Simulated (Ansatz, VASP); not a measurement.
## Two plane-wave programs on RuS2

```
Ru S
1.0
     4.18970    0.00000    0.00000
    -2.09485    3.62839    0.00000
     0.00000    0.00000    2.88736
Ru S
1 2
Direct
  0.00000 0.00000 0.00000
  0.33333 0.66667 0.50000
  0.66667 0.33333 0.50000
```

Alike in both runs: task relaxation of cell and atoms; functional PBE; k mesh 12 × 12 × 16; occupations gaussian, width 0.1 eV; no spin polarisation.

|  | VASP | Ansatz |
| --- | --- | --- |
| version | VASP 6.6.1 | Ansatz 0.2.0 |
| potentials or method | VASP PAW PBE potentials, release 64 (Ru_pv, S), cutoff 600 eV | scalar-relativistic, plane waves, PAW |
| valence electrons in the cell | 26 | 28 |

|  | VASP | Ansatz | Ansatz less VASP |
| --- | --- | --- | --- |
| gap on the k mesh at the Fermi level, each at its own relaxed structure (eV) | none | none | - |
| relaxed volume (Å³/atom) | 14.57 | 14.58 | +0.014 |
| relaxed length of the cell vector where the two differ most in proportion (Å) | 4.206 | 4.208 | +0.0018 |

A gap of «none» marks a metal or a gap that the smearing closes. VASP's potentials hold 26 valence electrons a cell and Ansatz's 28, so a difference there can come from the potentials and not from the codes.
